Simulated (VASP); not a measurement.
# Rb (I4_1/amd) in VASP: notebook

Runs on Rb. Level: PBE. Tasks: single point.

All numbers are computed with VASP 6.6.1; they aren't measurements. Logs are shortened: lines on timing, memory, paths and dates and some standing lists are left out, and cuts for length are marked.

### 1 The cell of the first run

Symmetry: I4_1/amd, No. 141, tetragonal system. Conventional cell: a = 7.162 Å, b = 7.162 Å, c = 3.863 Å, α = 90.00°, β = 90.00°, γ = 90.00°. Rb (site symmetry -4m2) has 10 Rb at 3.71 to 4.61 Å within 4.9 Å.

### 2 Single point, PBE (49.55 Å³/atom)

File INCAR:

```
SYSTEM = Rb
PREC = Accurate
ENCUT = 520
EDIFF = 1E-6
ISMEAR = -1
SIGMA = 0.08
LREAL = .False.
LASPH = .True.
NELM = 80
ALGO = Normal
ISIF = 2
LWAVE = .False.
LCHARG = .False.
GGA = PE
NBANDS = 16
```

File KPOINTS:

```
regular mesh
0
Gamma
  9 9 9
  0 0 0
```

File POSCAR:

```
Rb
1.0
   -3.5812350415      3.5812350415      1.9316026167
    3.5812350415     -3.5812350415      1.9316026167
    3.5812350415      3.5812350415     -1.9316026167
Rb
2
Direct
   -0.3750000000     -0.1250000000     -0.2500000000
    0.3750000000      0.1250000000      0.2500000000
```

Potentials or basis: VASP PAW PBE potentials, release 64 (Rb_sv).

Run with:

```sh
$ cat potpaw_PBE.64/Rb_sv/POTCAR > POTCAR
$ mpirun -np 1 vasp_std > vasp.out
```

OUTCAR:

```text
SYSTEM = Rb
   PREC = Accurate
   ENCUT = 520
   EDIFF = 1E-6
   ISMEAR = -1
   LREAL = .False.
   LASPH = .True.
   NELM = 80
   ISIF = 2
   GGA = PE

 ion  position               nearest neighbor table
   1  0.625  0.875  0.750-   2 3.71   2 3.71   2 3.71   2 3.71   2 4.61   2 4.61   2 4.61   2 4.61

   2  0.375  0.125  0.250-   1 3.71   1 3.71   1 3.71   1 3.71   1 4.61   1 4.61   1 4.61   1 4.61

  LATTYP: Found a body centered tetragonal cell.
 ALAT       =     7.1624700830
 C/A-ratio  =     0.5393677305

  Lattice vectors:

 A1 = (  -3.5812350415,   3.5812350415,   1.9316026167)
 A2 = (   3.5812350415,  -3.5812350415,   1.9316026167)
 A3 = (   3.5812350415,   3.5812350415,  -1.9316026167)

Analysis of symmetry for initial positions (statically):
=====================================================================
 Subroutine PRICEL returns:
 Original cell was already a primitive cell.

 Routine SETGRP: Setting up the symmetry group for a
 body centered tetragonal supercell.

 Subroutine GETGRP returns: Found 16 space group operations
 (whereof  4 operations were pure point group operations)
 out of a pool of 16 trial point group operations.

The static configuration has the point symmetry C_2h.
 The point group associated with its full space group is D_4h.

Analysis of symmetry for dynamics (positions and initial velocities):
=====================================================================
 Subroutine PRICEL returns:
 Original cell was already a primitive cell.

 Routine SETGRP: Setting up the symmetry group for a
 body centered tetragonal supercell.

 Subroutine GETGRP returns: Found 16 space group operations
 (whereof  4 operations were pure point group operations)
 out of a pool of 16 trial point group operations.

The dynamic configuration has the point symmetry C_2h.
 The point group associated with its full space group is D_4h.

 Subroutine INISYM returns: Found 16 space group operations
 (whereof  4 operations are pure point group operations),
 and found     1 'primitive' translations

----------------------------------------------------------------------------------------

                                     Primitive cell

  volume of cell :      99.0931

  direct lattice vectors                    reciprocal lattice vectors
    -3.581235041  3.581235041  1.931602617     0.000000000  0.139616639  0.258852414
[... 84 lines left out ...]
   ENCUT  =  520.0 eV  38.22 Ry    6.18 a.u.  10.08 10.08 10.08*2*pi/ulx,y,z
   NELM   =     80;   NELMIN=  2; NELMDL= -5     # of ELM steps
   EDIFF  = 0.1E-05   stopping-criterion for ELM
   LREAL  =      F    real-space projection
   EDIFFG = 0.1E-04   stopping-criterion for IOM
   NSW    =      0    number of steps for IOM
   IBRION =     -1    ionic relax: 0-MD 1-quasi-New 2-CG
   NFREE  =      0    steps in history (QN), initial steepest desc. (CG)
   ISIF   =      2    stress and relaxation
   ISYM   =      2    0-nonsym 1-usesym 2-fastsym
   POTIM  = 0.5000    time-step for ionic-motion
   TEBEG  =    0.0;   TEEND  =   0.0 temperature during run
   PSTRESS=    0.0 pullay stress
   NELECT =      18.0000    total number of electrons
   NUPDOWN=      -1.0000    fix difference up-down
   EMIN   =  10.00;   EMAX   =-10.00  energy-range for DOS
   EFERMI =   0.00;   METHOD = LEGACY
   ISMEAR =    -1;   SIGMA  =   0.08  broadening in eV -4-tet -1-fermi 0-gaus
   EFERMI_NEDOS =   21; number of points for ismear=-14 and -15
   IALGO  =     38    algorithm
   IMIX   =      4    mixing-type and parameters
     AMIX     =   0.40;   BMIX     =  1.00
     AMIX_MAG =   1.60;   BMIX_MAG =  1.00
  volume/ion in A,a.u.               =      49.55       334.36
  Fermi-wavevector in a.u.,A,eV,Ry     =   0.927153  1.752064 11.695729  0.859612
  Thomas-Fermi vector in A             =   2.053192
   LORBIT       =      0    0 simple, 1 ext, 2 COOP (PROOUT), +10 PAW based schemes
   GGA     = PE    functional components
   LHFCALC =     F    Hartree Fock is set to
   AEXX    =    0.0000 exact exchange contribution
   IVDW    =     0    specifies the selected vdW correction
   LEPSILON=     F    determine dielectric tensor
   LRPA    =     F    only Hartree local field effects (RPA)
 non-spin polarized calculation
  energy-cutoff  :      520.00
  volume of cell :       99.09
 maximum number of plane-waves:      2685
   NGX = 21   NGY = 21   NGZ = 21

 number of electron      18.0000000 magnetization

 Free energy of the ion-electron system (eV)
  ---------------------------------------------------
  ext. energy  EPLUGINS =         0.00000000
  ---------------------------------------------------
  free energy    TOTEN  =        -0.87296996 eV

  energy without entropy =       -0.82492649  energy(sigma->0) =       -0.84894823

 E-fermi :   1.9316     XC(G=0):  -7.1865

 val. band max:        1.9274786318   @ k =   0.3333   0.3333   0.1111
 cond. band min:       1.9409143538   @ k =   0.4444   0.1111  -0.0000
 fundamental gap:      0.0134357220
 Fermi energy:         1.9316296244

 k-point     1 :       0.0000    0.0000    0.0000
  band No.  band energies     occupation
      1     -27.1562      2.00000
      2     -27.0221      2.00000
      3     -11.5480      2.00000
      4     -11.5480      2.00000
      5     -10.9425      2.00000
      6     -10.9364      2.00000
[... 433 lines left out ...]
      3     -11.3653      2.00000
      4     -11.3306      2.00000
      5     -11.2351      2.00000
      6     -11.1869      2.00000
[... 8 lines left out ...]
     15       5.9667      0.00000
     16       6.2188      0.00000

 [... further k-points ...]

------------------------ aborting loop because EDIFF is reached ----------------------------------------

  FORCE on cell =-STRESS in cart. coord.  units (eV):
  Direction    XX          YY          ZZ          XY          YZ          ZX
  --------------------------------------------------------------------------------------
  -------------------------------------------------------------------------------------
  Total        3.1907125      3.1907125      3.3417370      0.0000000     -0.0000000     -0.0000000
  in kB       51.5887295     51.5887295     54.0305548      0.0000000     -0.0000000     -0.0000000
  external PRESSURE =      52.4026713 kB  Pullay stress =       0.0000000 kB

 VOLUME and BASIS-vectors are now :
 -----------------------------------------------------------------------------
  energy-cutoff  :      520.00
  volume of cell :       99.09
      direct lattice vectors                 reciprocal lattice vectors
    -3.581235041  3.581235041  1.931602617     0.000000000  0.139616639  0.258852414
     3.581235041 -3.581235041  1.931602617     0.139616639  0.000000000  0.258852414
     3.581235041  3.581235041 -1.931602617     0.139616639  0.139616639  0.000000000

 POSITION                                       TOTAL-FORCE (eV/Angst)
 -----------------------------------------------------------------------------------
      3.58124      1.79062      1.44870        -0.000000      0.000000     -0.000000
     -0.00000      1.79062      0.48290         0.000000     -0.000000      0.000000
 -----------------------------------------------------------------------------------
    total drift:                               -0.000000     -0.000000      0.000000

  FREE ENERGIE OF THE ION-ELECTRON SYSTEM (eV)
  ---------------------------------------------------
  free  energy   TOTEN  =        -0.8729699609 eV

  energy  without entropy=       -0.8249264897  energy(sigma->0) =       -0.84894823
```

stdout:

```text
POSCAR found type information on POSCAR Rb
 POSCAR found :  1 types and       2 ions
 scaLAPACK will be used
 LDA part: xc-table for (Slater+PW92), standard interpolation
 POSCAR, INCAR and KPOINTS ok, starting setup
 FFT: planning ... GRIDC
 FFT: planning ... GRID_SOFT
 FFT: planning ... GRID
 WAVECAR not read
 entering main loop
```

Run time: 40 s. Hardware: 1 thread of AMD EPYC 9R45 (Zen 5), shared host; peak memory 0.25 GiB.

What came out:

| Property | Result |
| --- | --- |
| Free energy | -0.8730 eV |
| Pressure | 5.2 GPa |
| Band gap on the k mesh | zero (bands 9 and 10 overlap by 1.37 eV) |

Levels at points of the mesh, in eV from the Fermi level:
```
           k point  band 5  band 6  band 7  band 8  band 9  band 10  band 11  band 12  band 13  band 14
(0.00, 0.00, 0.00)  -12.87  -12.87  -12.84  -12.84   -2.79    -0.06     1.94     2.47     3.14     4.04
```

Caveat: the cell stands under pressure.

(Part 1 of 2 ends here.)
